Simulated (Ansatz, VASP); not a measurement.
**One calculation of SnS2, two programs**

The input INCAR:

```
SYSTEM = SnS2
PREC = Accurate
ENCUT = 450
EDIFF = 1E-7
ISMEAR = -1
SIGMA = 0.02
LREAL = .False.
LASPH = .True.
NELM = 120
ALGO = Normal
ISIF = 2
LWAVE = .False.
LCHARG = .False.
GGA = PE
IBRION = 2
NSW = 80
EDIFFG = -0.02
GGA_COMPAT = .False.
NELMIN = 4
```

The input KPOINTS:

```
regular mesh
0
Gamma
  9 9 5
  0 0 0
```

The input POSCAR:

```
SnS2
1.0
    3.6390000000      0.0000000000      0.0000000000
   -1.8195000000      3.1514664444      0.0000000000
    0.0000000000      0.0000000000      5.8680000000
Sn S
1 2
Direct
    0.0000000000      0.0000000000      0.0000000000
    0.3333333333      0.6666666667      0.2500000000
    0.6666666667      0.3333333333      0.7500000000
```

Input for Ansatz:

```yaml
crystal:
  lattice:
    - [3.639, 0.0, 0.0]
    - [-1.8195, 3.1514664444, 0.0]
    - [0.0, 0.0, 5.868]
  atoms:
    - { symbol: Sn, position: [0.0, 0.0, 0.0] }
    - { symbol: S, position: [0.3333333333, 0.6666666667, 0.25] }
    - { symbol: S, position: [0.6666666667, 0.3333333333, 0.75] }
kpoints:
  mp_grid: { grid: [9, 9, 5] }
scf:
  occupations: { method: fermi_dirac, width: 0.02 }
hamiltonian:
  xc: pbe
  pseudopotentials: { kind: paw }
output:
  forces: true
  stress: true
  populations: true
  efg:
    quadrupole_moments_barn: { Sn: -0.132, S: -0.0694 }
    contact_densities: true
relax:
  f_tol: 0.02
  max_steps: 60
```

Alike in both runs: task relaxation of the atoms; functional PBE; k mesh 9 × 9 × 5; occupations fermi-dirac, width 0.02 eV; no spin polarisation.

```csv
,VASP,Ansatz
version,VASP 6.6.1,Ansatz 0.2.0
potentials or method,"VASP PAW PBE potentials, release 64 (Sn_d, S)","plane-wave PAW, scalar-relativistic"
plane-wave cutoff (eV),450,420
valence electrons in the cell,26,26
```

|  | VASP | Ansatz | Ansatz less VASP |
| --- | --- | --- | --- |
| gap on the k mesh at the Fermi level, each at its own relaxed structure (eV) | 1.39 | 1.39 | -0.008 |

Ansatz's warnings: stress scf threshold loose.
